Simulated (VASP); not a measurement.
The system is Sn.

```xyz
2
Lattice="0.0000 3.2333 3.2333 3.2333 0.0000 3.2333 3.2333 3.2333 0.0000" Properties=species:S:1:pos:R:3 pbc="T T T"
Sn    0.0000    0.0000    0.0000
Sn    1.6167    1.6167    1.6167
```

```yaml
Program: VASP 6.6.1
Task: relaxation of cell and atoms
Functional: PBE
Dispersion: D4
Potentials_or_basis: VASP PAW PBE potentials, release 64 (Sn_d)
Cutoff: 600 eV
k_mesh: 7 × 7 × 7
Occupations: fermi-dirac, width 0.3 eV
Spin: no spin polarisation
```

At the start: pressure 2.3 GPa; volume 33.80 Å³/atom.

**Question.** Where does the relaxation end?

**Answer.** Over 3 steps the energy falls by 13.0 meV/atom and the volume is 35.68 Å³/atom (+5.5 %); space group Fd-3m (No. 227, to 0.05 Å).

The path:
```tsv
step	energy change (eV)	largest force (eV/Å)	pressure (GPa)	volume (Å³)
1	0.0000	0.0000	2.34	67.61
2	-0.0237	0.0000	-0.59	72.56
3	-0.0260	0.0000	-0.01	71.35
```

Final structure:
```
CELL_PARAMETERS angstrom
0.00000 3.29200 3.29200
3.29200 0.00000 3.29200
3.29200 3.29200 0.00000
ATOMIC_POSITIONS crystal
Sn 0.00000 0.00000 0.00000
Sn 0.25000 0.25000 0.25000
```

Caveat: pairwise dispersion overbinds metals, which lowers pressure and volume.
